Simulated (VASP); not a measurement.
Here is a VASP 6.6.1 calculation.

Contents of POSCAR:

```
Mo
1.0
   -1.5734150000      1.5734150000      1.5734150000
    1.5734150000     -1.5734150000      1.5734150000
    1.5734150000      1.5734150000     -1.5734150000
Mo
1
Direct
    0.0000000000      0.0000000000      0.0000000000
```

Contents of INCAR.step1:

```
  ALGO = Normal
  EDIFF = 1E-5
  ENCUT = 550
  GGA = PE
  GGA_COMPAT = F
  ISMEAR = 1
  LASPH = T
  LCHARG = F
  LREAL = F
  LWAVE = T
  NBANDS = 13
  NELM = 120
  PREC = Accurate
  SIGMA = 0.02
```

Contents of INCAR.step2:

```
  ALGO = Normal
  EDIFF = 1E-6
  ENCUT = 550
  GGA_COMPAT = F
  ISIF = 2
  ISMEAR = 1
  ISTART = 1
  LASPH = T
  LCHARG = F
  LMIXTAU = T
  LREAL = F
  LWAVE = F
  METAGGA = R2SCAN
  NBANDS = 13
  NELM = 120
  PREC = Accurate
  SIGMA = 0.02
```

File KPOINTS:

```
k-points
0
Gamma
  11 11 11
```

Potentials or basis: VASP PAW PBE potentials, release 64 (Mo_sv).

Launch:

```bash
$ cat potpaw_PBE.64/Mo_sv/POTCAR > POTCAR
$ cp INCAR.step1 INCAR
$ mpirun -np 1 vasp_std > vasp.out
$ cp INCAR.step2 INCAR
$ mpirun -np 1 vasp_std > vasp.out
```

Question: Predict the band gap on the k mesh.

Answer: Zero (band 7 reaches 16.21 eV, above the bottom of band 8 at 11.16 eV).

Question: Estimate the pressure.

Answer: 3.5 GPa.

Caveat: the PAW data sets were made with another functional, which shifts forces and pressure a little.
